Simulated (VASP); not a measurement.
# PbS (P4/nmm) in VASP: a series of runs

The runs below take PbS through single point, with PBE.

All numbers are computed with VASP 6.6.1; they aren't measurements. Logs are shortened: lines on timing, memory, paths and dates and some standing lists are left out, and cuts for length are marked.

## 1. The cell of the first run

It takes space group P4/nmm (No. 129, tetragonal). The conventional cell has a = 4.307 Å, b = 4.307 Å, c = 6.431 Å, α = 90.00°, β = 90.00°, γ = 90.00°. Pb (site symmetry 4mm) has 6 S at 2.77 to 3.66 Å within 3.7 Å. Within 3.7 Å of S (site symmetry 4mm) lie 6 Pb at 2.77 to 3.66 Å.

## 2. Single point, PBE (volume scaled by 1.10, then relaxed in part)

File INCAR:

```
PREC = Accurate
ENCUT = 520
EDIFF = 1E-6
ISMEAR = 0
SIGMA = 0.02
LREAL = False
LASPH = True
NELM = 100
ALGO = Normal
ISIF = 2
LWAVE = False
LCHARG = False
GGA = PE
NBANDS = 28
```

File KPOINTS:

```
regular mesh
0
Gamma
  8 8 6
```

File POSCAR:

```
PbS
1.0
    4.3066185763      0.0000000000      0.0000000000
    0.0000000000      4.3066185763      0.0000000000
    0.0000000000      0.0000000000      6.4314547495
Pb S
2 2
Direct
    0.5000000000      0.0000000000      0.7194374901
    0.0000000000      0.5000000000      0.2805625099
    0.5000000000      0.0000000000      0.2879897837
    0.0000000000      0.5000000000      0.7120102163
```

Potentials or basis: VASP PAW PBE potentials, release 64 (Pb_d, S).

Started as:

```
> cat potpaw_PBE.64/Pb_d/POTCAR potpaw_PBE.64/S/POTCAR > POTCAR
> mpirun -np 1 vasp_std > vasp.out
```

OUTCAR:

```text
PREC = Accurate
   ENCUT = 520
   EDIFF = 1E-6
   ISMEAR = 0
   LREAL = False
   LASPH = True
   NELM = 100
   ISIF = 2
   GGA = PE

 ion  position               nearest neighbor table
   1  0.500  0.000  0.719-   3 2.77   4 3.05   4 3.05   4 3.05   4 3.05
   2  0.000  0.500  0.281-   4 2.77   3 3.05   3 3.05   3 3.05   3 3.05
   3  0.500  0.000  0.288-   1 2.77   2 3.05   2 3.05   2 3.05   2 3.05
   4  0.000  0.500  0.712-   2 2.77   1 3.05   1 3.05   1 3.05   1 3.05

  LATTYP: Found a simple tetragonal cell.
 ALAT       =     4.3066185763
 C/A-ratio  =     1.4933885218

  Lattice vectors:

 A1 = (   4.3066185763,   0.0000000000,   0.0000000000)
 A2 = (   0.0000000000,   4.3066185763,   0.0000000000)
 A3 = (   0.0000000000,   0.0000000000,   6.4314547495)

Analysis of symmetry for initial positions (statically):
=====================================================================
 Subroutine PRICEL returns:
 Original cell was already a primitive cell.

 Routine SETGRP: Setting up the symmetry group for a
 simple tetragonal supercell.

 Subroutine GETGRP returns: Found 16 space group operations
 (whereof  8 operations were pure point group operations)
 out of a pool of 16 trial point group operations.

The static configuration has the point symmetry D_2d.
 The point group associated with its full space group is D_4h.

Analysis of symmetry for dynamics (positions and initial velocities):
=====================================================================
 Subroutine PRICEL returns:
 Original cell was already a primitive cell.

 Routine SETGRP: Setting up the symmetry group for a
 simple tetragonal supercell.

 Subroutine GETGRP returns: Found 16 space group operations
 (whereof  8 operations were pure point group operations)
 out of a pool of 16 trial point group operations.

The dynamic configuration has the point symmetry D_2d.
 The point group associated with its full space group is D_4h.

 Subroutine INISYM returns: Found 16 space group operations
 (whereof  8 operations are pure point group operations),
 and found     1 'primitive' translations

----------------------------------------------------------------------------------------

                                     Primitive cell

  volume of cell :     119.2840

  direct lattice vectors                    reciprocal lattice vectors
     4.306618576  0.000000000  0.000000000     0.232200735  0.000000000  0.000000000
     0.000000000  4.306618576  0.000000000     0.000000000  0.232200735  0.000000000
     0.000000000  0.000000000  6.431454750     0.000000000  0.000000000  0.155485818

  length of vectors
     4.306618576  4.306618576  6.431454750     0.232200735  0.232200735  0.155485818

  position of ions in fractional coordinates (direct lattice)
     0.500000000  0.000000000  0.719437490
     0.000000000  0.500000000  0.280562510
     0.500000000  0.000000000  0.287989784
     0.000000000  0.500000000  0.712010216

  ion indices of the primitive-cell ions
   primitive index   ion index
                 1           1
                 2           2
                 3           3
                 4           4

----------------------------------------------------------------------------------------

 KPOINTS: regular mesh

Automatic generation of k-mesh.
 Grid dimensions read from file:
 generate k-points for:    8    8    6

 Generating k-lattice:

  Cartesian coordinates                     Fractional coordinates (reciprocal lattice)
     0.029025092  0.000000000  0.000000000     0.125000000  0.000000000  0.000000000
     0.000000000  0.029025092  0.000000000     0.000000000  0.125000000  0.000000000
     0.000000000  0.000000000  0.025914303     0.000000000  0.000000000  0.166666667

  Length of vectors
     0.029025092  0.029025092  0.025914303

  Shift w.r.t. Gamma in fractional coordinates (k-lattice)
     0.000000000  0.000000000  0.000000000

 Subroutine IBZKPT returns following result:
 ===========================================

 Found     60 irreducible k-points:

 Following reciprocal coordinates:
            Coordinates               Weight
  0.000000  0.000000  0.000000      1.000000
  0.125000  0.000000  0.000000      4.000000
  0.250000  0.000000  0.000000      4.000000
  0.375000  0.000000  0.000000      4.000000
  0.500000  0.000000  0.000000      2.000000
  0.125000  0.125000  0.000000      4.000000
[... 16 lines left out ...]
  0.375000  0.125000  0.166667     16.000000
  0.500000  0.125000  0.166667      8.000000
 [... further k-points ...]
   k-points           NKPTS =     60   k-points in BZ     NKDIM =     60   number of bands    NBANDS=     28
   number of dos      NEDOS =    301   number of ions     NIONS =      4
   total plane-waves  NPLWV =  49152
   dimension x,y,z NGX =    32 NGY =   32 NGZ =   48
   dimension x,y,z NGXF=    64 NGYF=   64 NGZF=   96
   ions per type =               2   2
   NGX,Y,Z   is equivalent  to a cutoff of  12.35, 12.35, 12.41 a.u.
   NGXF,Y,Z  is equivalent  to a cutoff of  24.71, 24.71, 24.81 a.u.
 SYSTEM =  unknown system
   PREC   = accura    normal or accurate (medium, high low for compatibility)
   ISTART =      0    job   : 0-new  1-cont  2-samecut
   ICHARG =      2    charge: 1-file 2-atom 10-const
   ISPIN  =      1    spin polarized calculation?
   LNONCOLLINEAR =      F non collinear calculations
   LSORBIT =      F    spin-orbit coupling
   LASPH  =      T    aspherical Exc in radial PAW
   ENCUT  =  520.0 eV  38.22 Ry    6.18 a.u.   8.01  8.01 11.96*2*pi/ulx,y,z
   NELM   =    100;   NELMIN=  2; NELMDL= -5     # of ELM steps
   EDIFF  = 0.1E-05   stopping-criterion for ELM
   LREAL  =      F    real-space projection
[... 7 lines left out ...]
   TEBEG  =    0.0;   TEEND  =   0.0 temperature during run
   PSTRESS=    0.0 pullay stress
   NELECT =      40.0000    total number of electrons
   NUPDOWN=      -1.0000    fix difference up-down
   EMIN   =  10.00;   EMAX   =-10.00  energy-range for DOS
   EFERMI =   0.00;   METHOD = LEGACY
   ISMEAR =     0;   SIGMA  =   0.02  broadening in eV -4-tet -1-fermi 0-gaus
   EFERMI_NEDOS =   21; number of points for ismear=-14 and -15
   IALGO  =     38    algorithm
   IMIX   =      4    mixing-type and parameters
     AMIX     =   0.40;   BMIX     =  1.00
     AMIX_MAG =   1.60;   BMIX_MAG =  1.00
  volume/ion in A,a.u.               =      29.82       201.24
  Fermi-wavevector in a.u.,A,eV,Ry     =   1.137368  2.149313 17.600562  1.293605
  Thomas-Fermi vector in A             =   2.274072
   LORBIT       =      0    0 simple, 1 ext, 2 COOP (PROOUT), +10 PAW based schemes
   GGA     = PE    functional components
   LHFCALC =     F    Hartree Fock is set to
   AEXX    =    0.0000 exact exchange contribution
   IVDW    =     0    specifies the selected vdW correction
   LEPSILON=     F    determine dielectric tensor
   LRPA    =     F    only Hartree local field effects (RPA)
 non-spin polarized calculation
 Gauss-broadening in eV      SIGMA  =   0.02
  energy-cutoff  :      520.00
  volume of cell :      119.28
 maximum number of plane-waves:      3280
   NGX = 17   NGY = 17   NGZ = 23

 number of electron      40.0000019 magnetization

 Free energy of the ion-electron system (eV)
  ---------------------------------------------------
  ext. energy  EPLUGINS =         0.00000000
  ---------------------------------------------------
  free energy    TOTEN  =       -17.43812157 eV

  energy without entropy =      -17.43812157  energy(sigma->0) =      -17.43812157

 E-fermi :   3.9828     XC(G=0):  -8.9799

 val. band max:        3.8578037700   @ k =   0.5000   0.0000   0.5000
 cond. band min:       5.2552128766   @ k =   0.5000   0.0000   0.5000
 fundamental gap:      1.3974091066
 Fermi energy:         3.9827966966

 k-point     1 :       0.0000    0.0000    0.0000
  band No.  band energies     occupation
      1     -12.4747      2.00000
      2     -12.4070      2.00000
      3     -12.3895      2.00000
      4     -12.3758      2.00000
      5     -12.3758      2.00000
      6     -12.3714      2.00000
[... 20 lines left out ...]
     27       9.7107      0.00000
     28      11.0772      0.00000

 k-point     2 :       0.1250    0.0000    0.0000
  band No.  band energies     occupation
      1     -12.4672      2.00000
      2     -12.4028      2.00000
      3     -12.3868      2.00000
      4     -12.3760      2.00000
      5     -12.3756      2.00000
      6     -12.3745      2.00000
[... 20 lines left out ...]
     27       9.7697      0.00000
     28      11.2548      0.00000

 k-point     3 :       0.2500    0.0000    0.0000
  band No.  band energies     occupation
      1     -12.4484      2.00000
      2     -12.3921      2.00000
      3     -12.3853      2.00000
      4     -12.3814      2.00000
      5     -12.3785      2.00000
      6     -12.3737      2.00000
[... 20 lines left out ...]
     27      10.6385      0.00000
     28      11.2990      0.00000

 k-point     4 :       0.3750    0.0000    0.0000
  band No.  band energies     occupation
      1     -12.4260      2.00000
      2     -12.3922      2.00000
      3     -12.3875      2.00000
      4     -12.3846      2.00000
      5     -12.3813      2.00000
      6     -12.3676      2.00000
[... 20 lines left out ...]
     27      11.7701      0.00000
     28      12.2011      0.00000

 k-point     5 :       0.5000    0.0000    0.0000
  band No.  band energies     occupation
      1     -12.4063      2.00000
      2     -12.4063      2.00000
      3     -12.3888      2.00000
      4     -12.3888      2.00000
      5     -12.3734      2.00000
      6     -12.3734      2.00000
[... 20 lines left out ...]
     27      12.4614      0.00000
     28      12.4614      0.00000

 k-point     6 :       0.1250    0.1250    0.0000
  band No.  band energies     occupation
      1     -12.4613      2.00000
      2     -12.3988      2.00000
      3     -12.3833      2.00000
      4     -12.3806      2.00000
      5     -12.3779      2.00000
      6     -12.3741      2.00000
[... 463 lines left out ...]
      5     -12.3762      2.00000
      6     -12.3746      2.00000
[... 20 lines left out ...]
     27      10.5248      0.00000
     28      10.9808      0.00000

 k-point    22 :       0.2500    0.1250    0.1667
  band No.  band energies     occupation
      1     -12.4440      2.00000
      2     -12.3919      2.00000
      3     -12.3889      2.00000
      4     -12.3801      2.00000
      5     -12.3783      2.00000
      6     -12.3736      2.00000
[... 20 lines left out ...]
     27      10.6029      0.00000
     28      11.3021      0.00000

 k-point    23 :       0.3750    0.1250    0.1667
  band No.  band energies     occupation
      1     -12.4288      2.00000
      2     -12.4046      2.00000
      3     -12.3843      2.00000
      4     -12.3815      2.00000
      5     -12.3812      2.00000
      6     -12.3700      2.00000
[... 20 lines left out ...]
     27      10.7654      0.00000
     28      12.2656      0.00000

 k-point    24 :       0.5000    0.1250    0.1667
  band No.  band energies     occupation
      1     -12.4162      2.00000
      2     -12.4162      2.00000
      3     -12.3849      2.00000
      4     -12.3849      2.00000
      5     -12.3754      2.00000
      6     -12.3754      2.00000
[... 20 lines left out ...]
     27      11.3929      0.00000
     28      11.3929      0.00000

 [... further k-points ...]
[... 5 lines left out ...]
  --------------------------------------------------------------------------------------
  -------------------------------------------------------------------------------------
  Total       -1.2526098     -1.2526098     -1.2625921      0.0000000      0.0000000      0.0000000
  in kB      -16.8245853    -16.8245853    -16.9586625      0.0000000      0.0000000      0.0000000
  external PRESSURE =     -16.8692777 kB  Pullay stress =       0.0000000 kB

 VOLUME and BASIS-vectors are now :
 -----------------------------------------------------------------------------
  energy-cutoff  :      520.00
  volume of cell :      119.28
      direct lattice vectors                 reciprocal lattice vectors
     4.306618576  0.000000000  0.000000000     0.232200735  0.000000000  0.000000000
     0.000000000  4.306618576  0.000000000     0.000000000  0.232200735  0.000000000
     0.000000000  0.000000000  6.431454750     0.000000000  0.000000000  0.155485818

 POSITION                                       TOTAL-FORCE (eV/Angst)
 -----------------------------------------------------------------------------------
      2.15331      0.00000      4.62703         0.000000     -0.000000      0.000079
      0.00000      2.15331      1.80443        -0.000000     -0.000000     -0.000079
      2.15331      0.00000      1.85219         0.000000     -0.000000     -0.005591
      0.00000      2.15331      4.57926        -0.000000      0.000000      0.005591
 -----------------------------------------------------------------------------------
    total drift:                                0.000000      0.000000     -0.000000

  FREE ENERGIE OF THE ION-ELECTRON SYSTEM (eV)
  ---------------------------------------------------
  free  energy   TOTEN  =       -17.4381215723 eV

  energy  without entropy=      -17.4381215723  energy(sigma->0) =      -17.43812157
```

It took 93 s on 1 thread of Intel Xeon Platinum 8488C (Sapphire Rapids), shared host; peak memory 0.31 GiB.

Results:

| Property | Result |
| --- | --- |
| Free energy | -17.4381 eV |
| Pressure | -1.7 GPa |
| Largest force | 0.006 eV/Å |
| Band gap on the k mesh | 1.40 eV, direct |

Forces on the atoms (eV/Å):
```
Pb   0.000  0.000  0.000
Pb   0.000  0.000  0.000
S    0.000  0.000 -0.006
S    0.000  0.000  0.006
```

Levels at points of the mesh, in eV from the valence-band top:
```csv
k point,band 18,band 19,band 20,band 21,band 22,band 23
"(0.00, 0.00, 0.00)",-1.34,-1.34,-0.91,4.75,4.81,5.32
"(0.50, 0.00, 0.00)",-1.08,-0.24,-0.24,1.93,1.93,2.94
"(0.50, 0.50, 0.00)",-2.51,-2.07,-2.07,4.79,4.79,5.42
"(0.00, 0.00, 0.50)",-1.55,-1.55,-0.44,1.82,4.14,4.97
"(0.50, 0.00, 0.50)",-1.03,0.00,0.00,1.40,1.40,2.71
"(0.50, 0.50, 0.50)",-2.88,-0.81,-0.81,3.04,3.04,4.72
```

Caveat: the cell differs from its parent crystal (volume scaled by 1.10, then relaxed in part); spin-orbit coupling is left out, which moves the levels of the heavy elements. A k mesh can miss the band edges.

## 3. Single point, PBE

This run uses another cell than the first one, of 26.06 Å³/atom, 0.874 times its volume.

File INCAR:

```
PREC     = Accurate       # precision mode
ENCUT    = 520            # plane-wave cutoff, eV
EDIFF    = 1E-6           # SCF threshold, eV
ISMEAR   = 0              # smearing method
SIGMA    = 0.1            # smearing width, eV
LREAL    = F              # projectors in reciprocal space
LASPH    = T              # aspherical terms in the spheres
NELM     = 60             # most SCF steps
ALGO     = Normal         # electronic algorithm
ISIF     = 2              # what is computed and relaxed
LWAVE    = F              # write WAVECAR
LCHARG   = F              # write CHGCAR
GGA      = PE             # functional
NBANDS   = 28             # bands
```

File KPOINTS:

```
Automatic mesh
0
Gamma
  4 4 4
```

File POSCAR:

```
PbS
1.0
    4.1120510200      0.0000000000      0.0000000000
    0.0000000000      4.1120510200      0.0000000000
    0.0000000000      0.0000000000      6.1638632200
Pb S
2 2
Direct
    0.5000000000      0.0000000000      0.7736028000
    0.0000000000      0.5000000000      0.2263972000
    0.5000000000      0.0000000000      0.2701673200
    0.0000000000      0.5000000000      0.7298326800
```

Potentials or basis: VASP PAW PBE potentials, release 64 (Pb_d, S).

Started as:

```
> cat potpaw_PBE.64/Pb_d/POTCAR potpaw_PBE.64/S/POTCAR > POTCAR
> mpirun -np 1 vasp_std > vasp.out
```

It took 18 s on 1 thread of Intel Xeon 6975P-C (Granite Rapids), shared host; peak memory 0.22 GiB.

The run converged. Its results:

```
Free energy            : -17.3418 eV
Pressure               : 2.3 GPa
Largest force          : 0.307 eV/Å
Band gap on the k mesh : 0.77 eV, direct
```

Forces on the atoms (eV/Å):
```
Pb   0.000  0.000 -0.307
Pb   0.000  0.000  0.307
S    0.000  0.000 -0.054
S    0.000  0.000  0.054
```

Stress tensor (GPa, compression positive):
```
 4.27  0.00  0.00
 0.00  4.27  0.00
 0.00  0.00 -1.52
```

Levels at points of the mesh, in eV from the valence-band top:
```csv
k point,band 16,band 17,band 18,band 19,band 20,band 21,band 22,band 23,band 24,band 25
"(0.00, 0.00, 0.00)",-3.10,-3.10,-2.02,-2.02,-1.65,4.26,4.75,5.02,5.60,5.60
"(0.50, 0.00, 0.00)",-3.34,-1.54,-1.54,-0.28,-0.28,1.67,1.67,2.73,2.73,4.07
"(0.50, 0.50, 0.00)",-4.98,-3.46,-3.46,-2.95,-2.95,3.57,3.57,5.18,5.18,6.34
"(0.00, 0.00, 0.50)",-2.59,-2.58,-2.58,-2.14,-1.51,1.98,3.15,5.02,5.02,5.02
"(0.50, 0.00, 0.50)",-1.66,-1.46,-1.46,0.00,0.00,0.77,0.77,2.24,2.24,2.39
"(0.50, 0.50, 0.50)",-4.35,-4.28,-4.28,-1.04,-1.04,2.20,2.20,4.24,4.24,5.98
```

Caveat: spin-orbit coupling is left out, which moves the levels of the heavy elements.
